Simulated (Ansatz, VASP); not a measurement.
Ag: VASP beside Ansatz

The input POSCAR:

```
Ag
1.0
    1.5299100000      2.6498790000      0.0000000000
   -1.5299100000      2.6498790000      0.0000000000
    0.0000000000      0.0000000000      9.9087420000
Ag
4
Direct
    0.0000000000      0.0000000000      0.0000000000
    0.0000000000      0.0000000000      0.5000000000
    0.3333300000      0.3333400000      0.7500000000
    0.6666600000      0.6666700000      0.2500000000
```

File INCAR.step1:

```
SYSTEM = Ag
PREC = Accurate ; ENCUT = 520
ISMEAR = 1 ; SIGMA = 0.0222
LREAL = .FALSE. ; LASPH = .TRUE.
NELM = 100 ; NBANDS = 30
GGA = PE ; ALGO = Normal
EDIFF = 1E-4 ; LWAVE = .TRUE.
LCHARG = .FALSE.
```

The input INCAR.step2:

```
SYSTEM = Ag
PREC = Accurate ; ENCUT = 520
EDIFF = 1E-6 ; ISMEAR = 1
SIGMA = 0.0222 ; LREAL = .FALSE.
LASPH = .TRUE. ; NELM = 100
ALGO = Normal ; ISIF = 2
LWAVE = .FALSE. ; LCHARG = .FALSE.
METAGGA = R2SCAN ; LMIXTAU = .TRUE.
NBANDS = 30 ; ISTART = 1
```

File KPOINTS:

```
regular mesh
0
G
  7 7 2
  0 0 0
```

Input for Ansatz:

```yaml
crystal:
  lattice:
    - [1.52991, 2.649879, 0.0]
    - [-1.52991, 2.649879, 0.0]
    - [0.0, 0.0, 9.908742]
  atoms:
    - { symbol: Ag, position: [0.0, 0.0, 0.0] }
    - { symbol: Ag, position: [0.0, 0.0, 0.5] }
    - { symbol: Ag, position: [0.33333, 0.33334, 0.75] }
    - { symbol: Ag, position: [0.66666, 0.66667, 0.25] }
  symmetry: { tolerance: 0.0003 }
kpoints:
  mp_grid: { grid: [7, 7, 2], shift: [0, 0, 0] }
magnetization:
  spin_polarized: false
scf:
  occupations: { method: cold, width: 0.0222 }
  lower_state_search: "off"
hamiltonian:
  pseudopotentials: { kind: paw }
  xc: r2scan
basis:
  ecutwfc: 500
output:
  forces: true
  stress: true
  eigenvalues: true
```

Alike in both runs: task single point; functional r2SCAN; k mesh 7 × 7 × 2; no spin polarisation.

|  | VASP | Ansatz |
| --- | --- | --- |
| version | VASP 6.6.1 | Ansatz 0.2.0 |
| potentials or method | VASP PAW PBE potentials, release 64 (Ag), cutoff 520 eV | PAW plane waves |
| occupations | methfessel-paxton of order 1, width 0.0222 eV | cold, width 0.0222 eV |
| valence electrons in the cell | 44 | 76 |

|  | VASP | Ansatz | Ansatz less VASP |
| --- | --- | --- | --- |
| gap on the k mesh at the Fermi level (eV) | none | none | - |
| pressure (GPa) | -10.0 | -10.0 | +0.02 |
| traceless stress, the component that is largest in VASP (GPa) | 1.30 | 1.30 | +0.001 |

VASP's potentials were made for PBE, not for r2SCAN. A gap of «none» marks a metal or a gap that the smearing closes. VASP's potentials hold 44 valence electrons a cell and Ansatz's 76, so a difference there can come from the potentials and not from the codes. Ansatz's warnings: structure snapped to symmetry.
